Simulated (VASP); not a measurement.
# Ge in VASP: a series of runs, part 2 of 2

VASP 6.6.1.

**3. Single point, r2SCAN**

Contents of POSCAR:

```
Ge
1.0
   -0.0282083000      2.1019966500      2.1134578200
    2.0716247400     -0.0325513900      2.1178009100
    2.0429605600      2.0776755600     -0.0038872100
Ge
1
Direct
    0.0000000000      0.0000000000      0.0000000000
```

Contents of INCAR.step1:

```
SYSTEM = Ge
PREC = Accurate
ENCUT = 520
ISMEAR = -1
SIGMA = 0.05
LREAL = .False.
LASPH = .True.
NELM = 80
NBANDS = 13
GGA = PE
ALGO = Normal
EDIFF = 1E-4
LWAVE = .True.
LCHARG = .False.
```

Contents of INCAR.step2:

```
SYSTEM = Ge
PREC = Accurate
ENCUT = 520
EDIFF = 1E-6
ISMEAR = -1
SIGMA = 0.05
LREAL = .False.
LASPH = .True.
NELM = 80
ALGO = Normal
ISIF = 2
LWAVE = .False.
LCHARG = .False.
METAGGA = R2SCAN
LMIXTAU = .True.
NBANDS = 13
ISTART = 1
```

Contents of KPOINTS:

```
Automatic mesh
0
Gamma
  6 6 6
  0 0 0
```

Potentials or basis: VASP PAW PBE potentials, release 64 (Ge_d).

The run is started by

```
$ cat potpaw_PBE.64/Ge_d/POTCAR > POTCAR
$ cp INCAR.step1 INCAR
$ mpirun -np 1 vasp_std > vasp.out
$ cp INCAR.step2 INCAR
$ mpirun -np 1 vasp_std > vasp.out
```

OUTCAR:

```text
SYSTEM = Ge
   PREC = Accurate
   ENCUT = 520
   EDIFF = 1E-6
   ISMEAR = -1
   LREAL = .False.
   LASPH = .True.
   NELM = 80
   ISIF = 2
   METAGGA = R2SCAN
   ISTART = 1

 ion  position               nearest neighbor table
   1  0.000  0.000  0.000-

  LATTYP: Found a triclinic cell.
 ALAT       =     2.9627300503
 B/A-ratio  =     1.0100697834
 C/A-ratio  =     1.0061399040
 COS(alpha) =     0.0053359435
 COS(beta)  =     0.4924352833
 COS(gamma) =     0.5212386751

  Lattice vectors:

 A1 = (  -2.0716247400,   0.0325513900,  -2.1178009100)
 A2 = (  -0.0286641800,   2.1102269500,  -2.1216881200)
 A3 = (   0.0282083000,  -2.1019966500,  -2.1134578200)

Analysis of symmetry for initial positions (statically):
=====================================================================
 Subroutine PRICEL returns:
 Original cell was already a primitive cell.

 Routine SETGRP: Setting up the symmetry group for a
 triclinic supercell.

 Subroutine GETGRP returns: Found  2 space group operations
 (whereof  2 operations were pure point group operations)
 out of a pool of  2 trial point group operations.

The static configuration has the point symmetry S_2 .

Analysis of symmetry for dynamics (positions and initial velocities):
=====================================================================
 Subroutine PRICEL returns:
 Original cell was already a primitive cell.

 Routine SETGRP: Setting up the symmetry group for a
 triclinic supercell.

 Subroutine GETGRP returns: Found  2 space group operations
 (whereof  2 operations were pure point group operations)
 out of a pool of  2 trial point group operations.

The dynamic configuration has the point symmetry S_2 .

 Subroutine INISYM returns: Found  2 space group operations
 (whereof  2 operations are pure point group operations),
 and found     1 'primitive' translations

----------------------------------------------------------------------------------------

                                     Primitive cell

[... 110 lines left out ...]
  Fermi-wavevector in a.u.,A,eV,Ry     =   1.492590  2.820586 30.311398  2.227825
  Thomas-Fermi vector in A             =   2.605099
   LORBIT       =      0    0 simple, 1 ext, 2 COOP (PROOUT), +10 PAW based schemes
   METAGGA = R2SCAN    functional components
   LHFCALC =     F    Hartree Fock is set to
   AEXX    =    0.0000 exact exchange contribution
   IVDW    =     0    specifies the selected vdW correction
   LEPSILON=     F    determine dielectric tensor
   LRPA    =     F    only Hartree local field effects (RPA)
 non-spin polarized calculation
  energy-cutoff  :      520.00
  volume of cell :       18.47
 maximum number of plane-waves:       527
 NGX is ok and might be reduce to    24
   NGX = 11   NGY = 11   NGZ = 11

 number of electron      13.9999997 magnetization

 Free energy of the ion-electron system (eV)
  ---------------------------------------------------
  ext. energy  EPLUGINS =         0.00000000
  ---------------------------------------------------
  free energy    TOTEN  =       -13.12632174 eV

  energy without entropy =      -13.11499445  energy(sigma->0) =      -13.12065810

 E-fermi :   7.0541     XC(G=0): -12.5692

 val. band max:        7.0541411078   @ k =   0.5000  -0.1667   0.1667
 cond. band min:       7.0544668768   @ k =  -0.1667   0.1667   0.5000
 fundamental gap:      0.0003257690
 Fermi energy:         7.0541427566

 k-point     1 :       0.0000    0.0000    0.0000
  band No.  band energies     occupation
      1     -18.5356      2.00000
      2     -18.5328      2.00000
      3     -18.5224      2.00000
      4     -18.4774      2.00000
      5     -18.4665      2.00000
      6      -7.1325      2.00000
      7      16.2580      0.00000
      8      16.6369      0.00000
      9      17.0509      0.00000
     10      21.3868      0.00000
     11      21.7029      0.00000
     12      22.3623      0.00000
     13      23.0395      0.00000
[... 354 lines left out ...]
  band No.  band energies     occupation
      1     -18.5396      2.00000
      2     -18.5151      2.00000
      3     -18.4967      2.00000
      4     -18.4474      2.00000
      5     -18.4187      2.00000
      6      -1.5323      2.00000
      7       2.4031      2.00000
      8      10.6512      0.00000
      9      12.6312      0.00000
     10      17.1523      0.00000
     11      23.2630      0.00000
     12      24.5424      0.00000
     13      27.7647      0.00000

 [... further k-points ...]
[... 5 lines left out ...]
  --------------------------------------------------------------------------------------
  -------------------------------------------------------------------------------------
  Total        0.4835797      0.4925068      0.5516924     -0.6969796     -0.1356210     -0.0040625
  in kB       41.9418570     42.7161250     47.8494128    -60.4504703    -11.7626879     -0.3523508
  external PRESSURE =      44.1691316 kB  Pullay stress =       0.0000000 kB

 VOLUME and BASIS-vectors are now :
 -----------------------------------------------------------------------------
  energy-cutoff  :      520.00
  volume of cell :       18.47
      direct lattice vectors                 reciprocal lattice vectors
    -0.028208300  2.101996650  2.113457820    -0.238187753  0.234650641  0.236601016
     2.071624740 -0.032551390  2.117800910     0.238148446 -0.233728457  0.235639525
     2.042960560  2.077675560 -0.003887210     0.244707081  0.240247785 -0.235678831

 POSITION                                       TOTAL-FORCE (eV/Angst)
 -----------------------------------------------------------------------------------
      0.00000      0.00000      0.00000         0.000000      0.000000     -0.000000
 -----------------------------------------------------------------------------------
    total drift:                               -0.000000      0.000000      0.000000

  FREE ENERGIE OF THE ION-ELECTRON SYSTEM (eV)
  ---------------------------------------------------
  free  energy   TOTEN  =       -13.1263217406 eV

  energy  without entropy=      -13.1149944506  energy(sigma->0) =      -13.12065810
```

OSZICAR.step1:

```text
N       E                     dE             d eps       ncg     rms          rms(c)
DAV:   1     0.617155129330E+02    0.61716E+02   -0.70858E+03  3245   0.300E+03
DAV:   2     0.127600860889E+01   -0.60440E+02   -0.57576E+02  3045   0.413E+02
DAV:   3    -0.396526174957E+01   -0.52413E+01   -0.52146E+01  3332   0.704E+01
DAV:   4    -0.403081574828E+01   -0.65554E-01   -0.65541E-01  3477   0.849E+00
DAV:   5    -0.403141220368E+01   -0.59646E-03   -0.59645E-03  3397   0.889E-01    0.113E+00
DAV:   6    -0.402294252008E+01    0.84697E-02   -0.50720E-03  3727   0.153E+00    0.631E-01
DAV:   7    -0.401912072607E+01    0.38218E-02   -0.36691E-03  3677   0.962E-01    0.553E-02
DAV:   8    -0.401899268535E+01    0.12804E-03   -0.34225E-04  3512   0.440E-01    0.222E-02
DAV:   9    -0.401899717655E+01   -0.44912E-05   -0.50519E-06  1891   0.365E-02
   1 F= -.40189972E+01 E0= -.40129070E+01  d E =-.121804E-01
```

Run time: 42 s. Hardware: 1 thread of Intel Xeon Platinum 8488C (Sapphire Rapids), shared host; peak memory 0.15 GiB.

Results:

```yaml
Free_energy: -13.1263 eV
Pressure: 4.4 GPa
Band_gap_on_the_k_mesh: zero (band 7 reaches 16.26 eV, above the bottom of band 8 at 4.31 eV)
```

Caveat: the k points lie up to 0.44 Å⁻¹ apart; the PAW data sets were made with another functional, which shifts forces and pressure a little.

**4. Single point, PBE**

Contents of INCAR:

```
SYSTEM = Ge
PREC = Accurate ; ENCUT = 520
EDIFF = 1E-6 ; ISMEAR = 0
SIGMA = 0.011 ; LREAL = .False.
LASPH = .True. ; NELM = 80
ALGO = Normal ; ISIF = 2
LWAVE = .False. ; LCHARG = .False.
GGA = PE ; NBANDS = 13
```

Contents of KPOINTS:

```
regular mesh
0
Gamma
  11 11 11
  0 0 0
```

POSCAR is that of step 3.

The run is started by

```
$ cat potpaw_PBE.64/Ge_d/POTCAR > POTCAR
$ mpirun -np 1 vasp_std > vasp.out
```

Run time: 35 s. Hardware: 1 thread of Intel Xeon 6975P-C (Granite Rapids), shared host; peak memory 0.26 GiB.

It converged, with:

* Free energy: -4.1745 eV
* Pressure: 4.1 GPa
* Band gap on the k mesh: zero (band 7 reaches 15.87 eV, above the bottom of band 8 at 4.64 eV)

Stress tensor (GPa, compression positive):
```
 3.56  1.54 -0.08
 1.54  3.83  0.14
-0.08  0.14  5.05
```

Levels at points of the mesh, in eV from the Fermi level:
| k point | band 5 | band 6 | band 7 | band 8 | band 9 | band 10 |
| --- | --- | --- | --- | --- | --- | --- |
| (0.00, 0.00, 0.00) | -24.71 | -13.39 | 8.81 | 9.15 | 9.53 | 13.77 |

**5. Single point, BLYP+D4**

This run uses another cell than the first one, of 22.39 Å³/atom, 1.212 times its volume.

Contents of INCAR:

```
SYSTEM = Ge
PREC = Accurate
ENCUT = 520
EDIFF = 1E-6
ISMEAR = -1
SIGMA = 0.05
LREAL = .False.
LASPH = .True.
NELM = 80
ALGO = Normal
ISIF = 2
LWAVE = .False.
LCHARG = .True.
GGA = B5
ALDAX = 1.0
AGGAX = 1.0
AGGAC = 1.0
ALDAC = 0.0
IVDW = 13
VDW_S6 = 1.0
VDW_S8 = 2.34076671
VDW_A1 = 0.44488865
VDW_A2 = 4.0933009
LELF = .True.
LVHAR = .True.
NBANDS = 13
```

KPOINTS is that of step 4.

Contents of POSCAR:

```
Ge
1.0
   -0.0001662001      2.2325388851      2.2483154713
    2.2304263789     -0.0001778270      2.2483336483
    2.2302769126      2.2323495533     -0.0000315591
Ge
1
Direct
    0.0000000000      0.0000000000      0.0000000000
```

The run is started by

```
$ cat potpaw_PBE.64/Ge_d/POTCAR > POTCAR
$ mpirun -np 1 vasp_std > vasp.out
```

It took 24 s on 1 thread of Intel Xeon 6975P-C (Granite Rapids), shared host; peak memory 0.21 GiB.

The run converged. Its results:

| Item | Value |
| --- | --- |
| Free energy | -4.2759 eV |
| Pressure | 0.0 GPa |
| Band gap on the k mesh | zero (band 7 reaches 12.71 eV, above the bottom of band 8 at 3.85 eV) |
| Dispersion energy per atom | -0.932 eV |

Levels at points of the mesh, in eV from the Fermi level:
```tsv
k point	band 4	band 5	band 6	band 7	band 8	band 9	band 10	band 11
(0.00, 0.00, 0.00)	-24.74	-24.74	-11.94	7.11	7.11	7.11	13.03	13.08
```

Caveat: the PAW data sets were made with another functional, which shifts forces and pressure a little; pairwise dispersion overbinds metals, which lowers pressure and volume.

**6. Relaxation of cell and atoms, BLYP+D4**

Contents of INCAR:

```
  AGGAC = 1.0
  AGGAX = 1.0
  ALDAC = 0.0
  ALDAX = 1.0
  ALGO = Normal
  EDIFF = 1E-6
  EDIFFG = -0.01
  ENCUT = 600
  GGA = B5
  IBRION = 2
  ISIF = 3
  ISMEAR = -1
  IVDW = 13
  LASPH = True
  LCHARG = False
  LREAL = False
  LWAVE = False
  NELM = 80
  NSW = 60
  PREC = Accurate
  SIGMA = 0.05
  VDW_A1 = 0.44488865
  VDW_A2 = 4.0933009
  VDW_S6 = 1.0
  VDW_S8 = 2.34076671
```

Contents of KPOINTS:

```
k-points
0
Gamma
  11 11 11
```

Contents of POSCAR:

```
Ge
1.0
   -0.0282083000      2.1019966500      2.1134578200
    2.0716247400     -0.0325513900      2.1178009100
    2.0429605600      2.0776755600     -0.0038872100
Ge
1
Direct
    0.0000000000      0.0000000000      0.0000000000
```

Potentials or basis: VASP PAW PBE potentials, release 64 (Ge_d).

The run is started by

```
$ cat potpaw_PBE.64/Ge_d/POTCAR > POTCAR
$ mpirun -np 1 vasp_std > vasp.out
```

Wall time 10 min (1 thread of Intel Xeon 6975P-C (Granite Rapids), shared host); peak memory 0.33 GiB.

It converged, with:

- Free energy: -4.2520 eV
- Relaxed volume: 24.18 Å³/atom
- Relaxed cell: a = 3.249 Å, b = 3.248 Å, c = 3.241 Å, α = 60.07°, β = 60.07°, γ = 59.81°
- Space group after relaxing (to 0.05 Å): Fm-3m (No. 225)
- Energy gained by relaxing: 271.0 meV/atom
- Ionic steps: 29
- Pressure after relaxing: 0.0 GPa
- Band gap on the k mesh: zero (band 7 reaches 11.40 eV, above the bottom of band 8 at 3.36 eV)
- Dispersion energy per atom: -0.940 eV

The path:
```tsv
step	energy change (eV)	largest force (eV/Å)	pressure (GPa)	volume (Å³)
1	0.0000	0.0000	4.94	18.47
2	-0.0284	0.0000	6.34	20.04
3	-0.2204	0.0000	-10.19	25.23
4	-0.1880	0.0000	23.08	21.68
5	-0.2637	0.0000	4.72	23.98
6	-0.2658	0.0000	-2.95	24.34
7	-0.2671	0.0000	0.62	24.18
8	-0.2534	0.0000	-8.55	24.71
9	-0.2677	0.0000	-1.49	24.26
10	-0.2695	0.0000	-1.34	24.23
11	-0.2706	0.0000	-0.22	24.19
12	-0.2706	0.0000	-0.19	24.19
13	-0.2706	0.0000	0.57	24.16
14	-0.2706	0.0000	0.34	24.17
15	-0.2706	0.0000	0.23	24.17
16	-0.2707	0.0000	0.06	24.18
17	-0.2707	0.0000	-0.34	24.20
18	-0.2707	0.0000	-0.31	24.19
19	-0.2708	0.0000	0.09	24.18
20	-0.2708	0.0000	0.05	24.18
21	-0.2708	0.0000	0.01	24.18
22	-0.2708	0.0000	-0.07	24.18
23	-0.2709	0.0000	-0.15	24.18
24	-0.2709	0.0000	-0.34	24.19
25	-0.2710	0.0000	-0.25	24.19
26	-0.2710	0.0000	0.46	24.16
27	-0.2710	0.0000	0.08	24.17
28	-0.2710	0.0000	0.04	24.17
29	-0.2710	0.0000	0.00	24.18
```

Final structure:
```xyz
1
Lattice="0.0010 2.2916 2.3027 2.2908 0.0006 2.3023 2.2923 2.2917 -0.0001" Properties=species:S:1:pos:R:3 pbc="T T T"
Ge    0.0000    0.0000    0.0000
```

Levels at points of the mesh, in eV from the Fermi level:
```csv
k point,band 3,band 4,band 5,band 6,band 7,band 8,band 9,band 10,band 11
"(0.00, 0.00, 0.00)",-24.81,-24.78,-24.78,-11.46,6.45,6.46,6.47,12.57,12.60
```

Caveat: the volume moved by over 15 % at a fixed basis, so the end points are rough; the PAW data sets were made with another functional, which shifts forces and pressure a little; pairwise dispersion overbinds metals, which lowers pressure and volume.

**7. The runs side by side**

| task | level | cell | k mesh | cutoff (eV) | smearing | gap on the mesh (eV) | pressure (GPa) |
| --- | --- | --- | --- | --- | --- | --- | --- |
| single point | PBEsol | a = 2.981, b = 2.963, c = 2.914 Å, angles 61.2, 60.3, 60.5°, 1 atom | 6 × 6 × 6 | 520 | fermi-dirac 0.05 eV | none | 2.3 |
| single point | r2SCAN | a = 2.981, b = 2.963, c = 2.914 Å, angles 61.2, 60.3, 60.5°, 1 atom | 6 × 6 × 6 | 520 | fermi-dirac 0.05 eV | none | 4.4 |
| single point | PBE | a = 2.981, b = 2.963, c = 2.914 Å, angles 61.2, 60.3, 60.5°, 1 atom | 11 × 11 × 11 | 520 | gaussian 0.011 eV | none | 4.1 |
| single point | BLYP+D4 | a = 3.168, b = 3.167, c = 3.156 Å, angles 60.2, 60.1, 59.8°, 1 atom | 11 × 11 × 11 | 520 | fermi-dirac 0.05 eV | none | 0.0 |
| relaxation of cell and atoms | BLYP+D4 | relaxed from a = 2.981, b = 2.963, c = 2.914 Å, angles 61.2, 60.3, 60.5°, 1 atom | 11 × 11 × 11 | 600 | fermi-dirac 0.05 eV | none | 0.0 |

Alike in all rows: potentials or basis VASP PAW PBE potentials, release 64 (Ge_d); no spin polarisation.

Caveats: some runs use coarse meshes; the PAW data sets were made with another functional, which shifts forces and pressure a little (some runs); pairwise dispersion overbinds metals, which lowers pressure and volume (some runs); the volume moved by over 15 % at a fixed basis, so the end points are rough (some runs).

Absolute energies hang on the potentials; compare differences alone.
